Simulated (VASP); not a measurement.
Input of a VASP 6.6.1 run:

Contents of POSCAR:

```
PbSe
1.0
    5.1741302626      0.0000000000      0.0000000000
   -2.5870651313      4.4809282499      0.0000000000
    0.0000000000      0.0000000000      6.2132838893
Pb Se
2 2
Direct
    0.3333333333      0.6666666667      0.2500000000
    0.6666666667      0.3333333333      0.7500000000
    0.6666666667      0.3333333333      0.2500000000
    0.3333333333      0.6666666667      0.7500000000
```

INCAR.step1

```
ALGO = Normal
EDIFF = 1E-4
ENCUT = 520
GGA = PE
ISMEAR = 0
LASPH = T
LCHARG = F
LREAL = F
LWAVE = T
NBANDS = 28
NELM = 80
PREC = Accurate
SIGMA = 0.01
```

File INCAR.step2:

```
ALGO = Normal
EDIFF = 1E-7
ENCUT = 520
ISIF = 2
ISMEAR = 0
ISTART = 1
LASPH = T
LCHARG = F
LMIXTAU = T
LREAL = F
LWAVE = F
METAGGA = R2SCAN
NBANDS = 28
NELM = 80
PREC = Accurate
SIGMA = 0.01
```

File KPOINTS:

```
k-points
0
Gamma
  6 6 4
```

Potentials or basis: VASP PAW PBE potentials, release 64 (Pb_d, Se).

Run with:

```bash
$ cat potpaw_PBE.64/Pb_d/POTCAR potpaw_PBE.64/Se/POTCAR > POTCAR
$ cp INCAR.step1 INCAR
$ mpirun -np 1 vasp_std > vasp.out
$ cp INCAR.step2 INCAR
$ mpirun -np 1 vasp_std > vasp.out
```

(1) Estimate the pressure.

(2) Predict the band gap on the k mesh.

## Answers

(1) 0.0 GPa.

(2) 1.48 eV, direct.

Caveat: the PAW data sets were made with another functional, which shifts forces and pressure a little; spin-orbit coupling is left out, which moves the levels of the heavy elements.
